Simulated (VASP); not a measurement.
# TiTe2 (P-3m1) in VASP: single point with r2SCAN+U

Aim: the single point of TiTe2 with r2SCAN+U.

Program: VASP 6.6.1. These are calculated values, not measurements. Logs are shortened: lines on timing, memory, paths and dates and some standing lists are left out, and cuts for length are marked.

### Step 1. The cell of the first run

The structure is trigonal, space group P-3m1 (No. 164). Conventional cell: a = 3.774 Å, b = 3.774 Å, c = 6.539 Å, α = 90.00°, β = 90.00°, γ = 120.00°. Within 3.6 Å of Ti (site symmetry -3m) lie 6 Te at 2.72 Å. Te (site symmetry 3m) has 3 Ti at 2.72 Å within 3.6 Å.

### Step 2. Single point, r2SCAN+U, collinear spin

Input file POSCAR:

```
TiTe2
1.0
    3.7740000500      0.0000000000      0.0000000000
   -1.8870000300      3.2683799200      0.0000000000
    0.0000000000      0.0000000000     13.0780000000
Ti Te
2 4
Direct
    0.0000000000      0.0000000000      0.0000000000
    0.0000000000      0.0000000000      0.5000000000
    0.3333333300      0.6666666700      0.1250000000
    0.3333333300      0.6666666700      0.6250000000
    0.6666666700      0.3333333300      0.3750000000
    0.6666666700      0.3333333300      0.8750000000
```

Input file INCAR.step1:

```
SYSTEM = TiTe2
PREC     = Accurate       ! precision mode
ENCUT    = 550            ! plane-wave cutoff, eV
ISMEAR   = -1             ! smearing method
SIGMA    = 0.1            ! smearing width, eV
LREAL    = .FALSE.        ! projectors in reciprocal space
LASPH    = .TRUE.         ! aspherical terms in the spheres
NELM     = 200            ! most SCF steps
ISPIN    = 2              ! spin polarisation
MAGMOM   = 1.1 -1.1 0 0 0 0 ! initial moments
LMAXMIX  = 4              ! l up to which the mixer works
LDAU     = .TRUE.         ! DFT+U
LDAUTYPE = 2            
LDAUL    = 2 -1           ! shell
LDAUU    = 3 0            ! U, eV
LDAUJ    = 0 0          
ISYM     = 0            
NBANDS   = 37             ! bands
GGA      = PE             ! functional
ALGO     = Normal         ! electronic algorithm
EDIFF    = 1E-5           ! SCF threshold, eV
LWAVE    = .TRUE.         ! write WAVECAR
LCHARG   = .FALSE.        ! write CHGCAR
GGA_COMPAT= .FALSE.
```

Input file INCAR.step2:

```
SYSTEM = TiTe2
PREC     = Accurate       ! precision mode
ENCUT    = 550            ! plane-wave cutoff, eV
EDIFF    = 1E-6           ! SCF threshold, eV
ISMEAR   = -1             ! smearing method
SIGMA    = 0.1            ! smearing width, eV
LREAL    = .FALSE.        ! projectors in reciprocal space
LASPH    = .TRUE.         ! aspherical terms in the spheres
NELM     = 200            ! most SCF steps
ALGO     = Normal         ! electronic algorithm
ISIF     = 2              ! what is computed and relaxed
LWAVE    = .FALSE.        ! write WAVECAR
LCHARG   = .TRUE.         ! write CHGCAR
ISPIN    = 2              ! spin polarisation
MAGMOM   = 1.1 -1.1 0 0 0 0 ! initial moments
LORBIT   = 11             ! projections on sites
LMAXMIX  = 4              ! l up to which the mixer works
LDAU     = .TRUE.         ! DFT+U
LDAUTYPE = 2            
LDAUL    = 2 -1           ! shell
LDAUU    = 3 0            ! U, eV
LDAUJ    = 0 0          
LDAUPRINT= 1            
METAGGA  = R2SCAN         ! meta-GGA
LMIXTAU  = .TRUE.       
LELF     = .TRUE.         ! ELF
LVHAR    = .TRUE.       
ISYM     = 0            
NBANDS   = 37             ! bands
ISTART   = 1            
GGA_COMPAT= .FALSE.
```

Input file KPOINTS:

```
Automatic mesh
0
G
  6 6 2
  0 0 0
```

Potentials or basis: VASP PAW PBE potentials, release 64 (Ti_sv, Te).

Launch:

```sh
$ cat potpaw_PBE.64/Ti_sv/POTCAR potpaw_PBE.64/Te/POTCAR > POTCAR
$ cp INCAR.step1 INCAR
$ mpirun -np 1 vasp_std > vasp.out
$ cp INCAR.step2 INCAR
$ mpirun -np 1 vasp_std > vasp.out
```

OUTCAR:

```text
SYSTEM = TiTe2
   PREC = Accurate
   ENCUT = 550
   EDIFF = 1E-6
   ISMEAR = -1
   LREAL = .FALSE.
   LASPH = .TRUE.
   NELM = 200
   ISIF = 2
   ISPIN = 2
   LORBIT = 11
   METAGGA = R2SCAN
   ISYM = 0
   ISTART = 1

 ion  position               nearest neighbor table
   1  0.000  0.000  0.000-   3 2.72   6 2.72   6 2.72   3 2.72   6 2.72   3 2.72
   2  0.000  0.000  0.500-   4 2.72   5 2.72   5 2.72   4 2.72   5 2.72   4 2.72
   3  0.333  0.667  0.125-   1 2.72   1 2.72   1 2.72
   4  0.333  0.667  0.625-   2 2.72   2 2.72   2 2.72
   5  0.667  0.333  0.375-   2 2.72   2 2.72   2 2.72
   6  0.667  0.333  0.875-   1 2.72   1 2.72   1 2.72

IMPORTANT INFORMATION: All symmetrisations will be switched off!
NOSYMM: (Re-)initialisation of all symmetry stuff for point group C_1.

----------------------------------------------------------------------------------------

                                     Primitive cell

  volume of cell :     161.3154

  direct lattice vectors                    reciprocal lattice vectors
     3.774000050  0.000000000  0.000000000     0.264970850  0.152980992  0.000000000
    -1.887000030  3.268379920  0.000000000     0.000000000  0.305961983  0.000000000
     0.000000000  0.000000000 13.078000000     0.000000000  0.000000000  0.076464291

  length of vectors
     3.774000050  3.774000055 13.078000000     0.305961983  0.305961983  0.076464291

  position of ions in fractional coordinates (direct lattice)
     0.000000000  0.000000000  0.000000000
     0.000000000  0.000000000  0.500000000
     0.333333330  0.666666670  0.125000000
     0.333333330  0.666666670  0.625000000
     0.666666670  0.333333330  0.375000000
     0.666666670  0.333333330  0.875000000

  ion indices of the primitive-cell ions
   primitive index   ion index
                 1           1
                 2           2
                 3           3
                 4           4
                 5           5
                 6           6

[... 175 lines left out ...]
  o =  0.0965  v =  0.4866  0.4113  0.0000  0.2784  0.7187  0.0000  0.0000  0.0000  0.0000  0.0000      0.0000  0.0000  0.0000  0.0000  0.0000  0.0000  0.0000  0.0000  0.0000  0.0000
  o =  0.3047  v =  0.0000  0.0000  0.0000  0.0000  0.0000 -0.4260 -0.4465  0.0000  0.7442  0.2556      0.0000  0.0000  0.0000  0.0000  0.0000  0.0000  0.0000  0.0000  0.0000  0.0000
  o =  0.3047  v =  0.0000  0.0000  0.0000  0.0000  0.0000  0.2556 -0.7442  0.0000 -0.4465  0.4260      0.0000  0.0000  0.0000  0.0000  0.0000  0.0000  0.0000  0.0000  0.0000  0.0000
  o =  0.3047  v = -0.4287 -0.4382 -0.0000  0.7492  0.2507  0.0000  0.0000  0.0000  0.0000  0.0000      0.0000  0.0000  0.0000  0.0000  0.0000  0.0000  0.0000  0.0000  0.0000  0.0000
  o =  0.3047  v =  0.2507 -0.7492  0.0000 -0.4382  0.4287  0.0000  0.0000  0.0000  0.0000  0.0000      0.0000  0.0000  0.0000  0.0000  0.0000  0.0000  0.0000  0.0000  0.0000  0.0000

 number of electron      47.9999997 magnetization       0.0002263

 Free energy of the ion-electron system (eV)
  ---------------------------------------------------
  ext. energy  EPLUGINS =         0.00000000
  ---------------------------------------------------
  free energy    TOTEN  =      -128.31788010 eV

  energy without entropy =     -128.25309356  energy(sigma->0) =     -128.28548683

 E-fermi :   7.0320     XC(G=0): -10.2664

 val. band max:        6.9106347187   @ k =   0.5000   0.5000   0.0000
 cond. band min:       7.0771028789   @ k =   0.5000   0.0000   0.5000
 fundamental gap:      0.1664681602
 Fermi energy:         7.0320245887

 spin component 1

 k-point     1 :       0.0000    0.0000    0.0000
  band No.  band energies     occupation
      1     -53.9598      1.00000
      2     -53.9596      1.00000
      3     -29.1501      1.00000
      4     -29.1501      1.00000
      5     -29.1498      1.00000
      6     -29.1498      1.00000
[... 1865 lines left out ...]
     35      12.9768      0.00000
     36      13.4786      0.00000

 [... further k-points ...]

 [bands above 36 left out]

------------------------ aborting loop because EDIFF is reached ----------------------------------------

  FORCE on cell =-STRESS in cart. coord.  units (eV):
  Direction    XX          YY          ZZ          XY          YZ          ZX
  --------------------------------------------------------------------------------------
  -------------------------------------------------------------------------------------
  Total        5.7066273      5.7066098      6.7835078     -0.0000265     -0.0000120      0.0000128
  in kB       56.6779752     56.6778007     67.3735057     -0.0002636     -0.0001191      0.0001267
  external PRESSURE =      60.2430938 kB  Pullay stress =       0.0000000 kB

 VOLUME and BASIS-vectors are now :
 -----------------------------------------------------------------------------
  energy-cutoff  :      550.00
  volume of cell :      161.32
      direct lattice vectors                 reciprocal lattice vectors
     3.774000050  0.000000000  0.000000000     0.264970850  0.152980992  0.000000000
    -1.887000030  3.268379920  0.000000000     0.000000000  0.305961983  0.000000000
     0.000000000  0.000000000 13.078000000     0.000000000  0.000000000  0.076464291

 POSITION                                       TOTAL-FORCE (eV/Angst)
 -----------------------------------------------------------------------------------
      0.00000      0.00000      0.00000        -0.000002      0.000002      0.000001
      0.00000      0.00000      6.53900         0.000003     -0.000002      0.000000
     -0.00000      2.17892      1.63475        -0.000000     -0.000002      0.810631
     -0.00000      2.17892      8.17375         0.000001     -0.000001      0.810760
      1.88700      1.08946      4.90425        -0.000000      0.000001     -0.810760
      1.88700      1.08946     11.44325        -0.000002      0.000002     -0.810633
 -----------------------------------------------------------------------------------
    total drift:                                0.000000      0.000001      0.000002

  FREE ENERGIE OF THE ION-ELECTRON SYSTEM (eV)
  ---------------------------------------------------
  free  energy   TOTEN  =      -128.3178800997 eV

  energy  without entropy=     -128.2530935596  energy(sigma->0) =     -128.28548683

 total charge

# of ion       s       p       d       tot
------------------------------------------
    1        2.183   6.163   1.739  10.085
    2        2.183   6.163   1.739  10.085
    3        1.386   2.098   0.041   3.524
    4        1.386   2.098   0.041   3.524
    5        1.386   2.098   0.041   3.524
    6        1.386   2.098   0.041   3.524
--------------------------------------------------
tot          9.908  20.717   3.641  34.266

 magnetization (x)

# of ion       s       p       d       tot
------------------------------------------
    1        0.000   0.000   0.000   0.000
    2        0.000   0.000   0.000   0.000
    3       -0.000  -0.000   0.000  -0.000
    4       -0.000  -0.000   0.000  -0.000
    5       -0.000  -0.000   0.000  -0.000
    6       -0.000  -0.000   0.000  -0.000
--------------------------------------------------
tot          0.000  -0.000   0.000   0.000
```

OSZICAR.step1:

```text
N       E                     dE             d eps       ncg     rms          rms(c)
DAV:   1     0.467122094455E+03    0.46712E+03   -0.21035E+04  5952   0.127E+03
DAV:   2     0.216877095850E+02   -0.44543E+03   -0.42512E+03  6180   0.346E+02
DAV:   3    -0.287454298705E+02   -0.50433E+02   -0.48489E+02  9022   0.109E+02
DAV:   4    -0.329206047136E+02   -0.41752E+01   -0.41389E+01  9084   0.258E+01
[... 12 lines left out ...]
DAV:  17    -0.280075740006E+02   -0.31253E-03   -0.99447E-04  7324   0.944E-02    0.643E-02
DAV:  18    -0.280079349270E+02   -0.36093E-03   -0.46570E-03  7369   0.172E-01    0.925E-02
DAV:  19    -0.280079656074E+02   -0.30680E-04   -0.39018E-04  6782   0.646E-02    0.690E-02
DAV:  20    -0.280079771675E+02   -0.11560E-04   -0.50390E-05  5126   0.259E-02    0.597E-02
DAV:  21    -0.280079690394E+02    0.81281E-05   -0.39200E-05  5650   0.379E-02
   1 F= -.28007969E+02 E0= -.27969325E+02  d E =-.772890E-01  mag=    -0.0001
```

Wall time 46 min (1 thread of Intel Xeon Platinum 8375C at 2.90GHz (Ice Lake), shared host); peak memory 0.63 GiB.

Results:

* Free energy: -128.3179 eV
* Pressure: 6.0 GPa
* Largest force: 0.811 eV/Å
* Band gap on the k mesh: zero (filled and empty bands overlap)
* Net moment: 0.00 μB per cell
* Valence electrons inside the program's atomic spheres: Ti 10.09; Te 3.52

Forces in eV/Å, atoms in the order of the input:
```
Ti   0.000  0.000  0.000
Ti   0.000  0.000  0.000
Te   0.000  0.000  0.811
Te   0.000  0.000  0.811
Te   0.000  0.000 -0.811
Te   0.000  0.000 -0.811
```

Stress tensor (GPa, compression positive):
```
5.67 0.00 0.00
0.00 5.67 0.00
0.00 0.00 6.74
```

Levels at points of the mesh, in eV from the Fermi level:
Spin up:
```csv
k point,band 22,band 23,band 24,band 25,band 26,band 27
"(0.00, 0.00, 0.00)",0.42,0.42,0.42,0.42,0.42,0.64
"(0.50, 0.00, 0.00)",-1.67,-1.54,-1.32,-0.12,0.13,1.32
"(0.00, 0.50, 0.00)",-1.67,-1.54,-1.32,-0.12,0.13,1.32
"(0.50, 0.50, 0.00)",-1.67,-1.54,-1.32,-0.12,0.13,1.32
"(0.00, 0.00, 0.50)",0.41,0.41,0.41,0.53,0.53,0.53
"(0.50, 0.00, 0.50)",-2.12,-1.49,-1.49,0.05,0.05,1.33
"(0.00, 0.50, 0.50)",-2.12,-1.49,-1.49,0.05,0.05,1.33
"(0.50, 0.50, 0.50)",-2.12,-1.49,-1.49,0.05,0.05,1.33
```
Spin down:
| k point | band 22 | band 23 | band 24 | band 25 | band 26 | band 27 |
| --- | --- | --- | --- | --- | --- | --- |
| (0.00, 0.00, 0.00) | 0.42 | 0.42 | 0.42 | 0.42 | 0.42 | 0.64 |
| (0.50, 0.00, 0.00) | -1.67 | -1.54 | -1.32 | -0.12 | 0.13 | 1.32 |
| (0.00, 0.50, 0.00) | -1.67 | -1.54 | -1.32 | -0.12 | 0.13 | 1.32 |
| (0.50, 0.50, 0.00) | -1.67 | -1.54 | -1.32 | -0.12 | 0.13 | 1.32 |
| (0.00, 0.00, 0.50) | 0.41 | 0.41 | 0.41 | 0.53 | 0.53 | 0.53 |
| (0.50, 0.00, 0.50) | -2.12 | -1.49 | -1.49 | 0.05 | 0.05 | 1.33 |
| (0.00, 0.50, 0.50) | -2.12 | -1.49 | -1.49 | 0.05 | 0.05 | 1.33 |
| (0.50, 0.50, 0.50) | -2.12 | -1.49 | -1.49 | 0.05 | 0.05 | 1.33 |

Eigenvalues of the final occupation matrices:
```csv
site,spin,trace,eigenvalues
site 1 d,1,0.88,0.08 0.10 0.10 0.30 0.30
site 1 d,2,0.88,0.08 0.10 0.10 0.30 0.30
site 2 d,1,0.88,0.08 0.10 0.10 0.30 0.30
site 2 d,2,0.88,0.08 0.10 0.10 0.30 0.30
```

Caveat: the cell stands under pressure; the PAW data sets were made with another functional, which shifts forces and pressure a little; spin-orbit coupling is left out, which moves the levels of the heavy elements; the U is typed as a test and isn't derived for this compound.

The gap in the log of VASP goes by the Fermi energy; the results here count the filled bands.